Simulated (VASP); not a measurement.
**Co: single point with PBE**

Co:

```xyz
2
Lattice="0.0000 -1.8074 -1.8074 -3.6148 -1.8074 -1.8074 0.0000 1.8074 -1.8074" Properties=species:S:1:pos:R:3 pbc="T T T"
Co    0.0000    0.0000    0.0000
Co   -1.8074    0.0000   -1.8074
```

* Program: VASP 6.6.1
* Task: single point
* Functional: PBE
* Potentials or basis: VASP PAW PBE potentials, release 64 (Co)
* Cutoff: 520 eV
* k mesh: 11 × 7 × 9
* Occupations: fermi-dirac, width 0.05 eV
* Spin: collinear spin, antiferromagnetic start
* Starting moments: [3.0, -3.0] μB

* Pressure: -19.7 GPa
* Band gap on the k mesh: zero (filled and empty bands overlap)
* Net moment: 0.00 μB per cell
* Site moments: Co +1.05, -1.05 μB
* Valence electrons inside the program's atomic spheres: Co 8.12

Stress tensor (GPa, compression positive):
```
-16.91  -0.03  -0.03
 -0.03 -21.08   0.02
 -0.03   0.02 -21.08
```

Levels at points of the mesh, in eV from the Fermi level:
Spin up:
| k point | band 6 | band 7 | band 8 | band 9 | band 10 | band 11 | band 12 | band 13 |
| --- | --- | --- | --- | --- | --- | --- | --- | --- |
| (0.00, 0.00, 0.00) | -1.55 | -0.92 | -0.51 | 0.49 | 0.50 | 0.51 | 2.54 | 9.34 |
Spin down:
| k point | band 7 | band 8 | band 9 | band 10 | band 11 | band 12 |
| --- | --- | --- | --- | --- | --- | --- |
| (0.00, 0.00, 0.00) | -0.92 | -0.51 | 0.49 | 0.50 | 0.51 | 2.54 |

It took 5.9 min on 1 thread of Intel Xeon 6975P-C (shared host), peak memory 0.33 GiB.
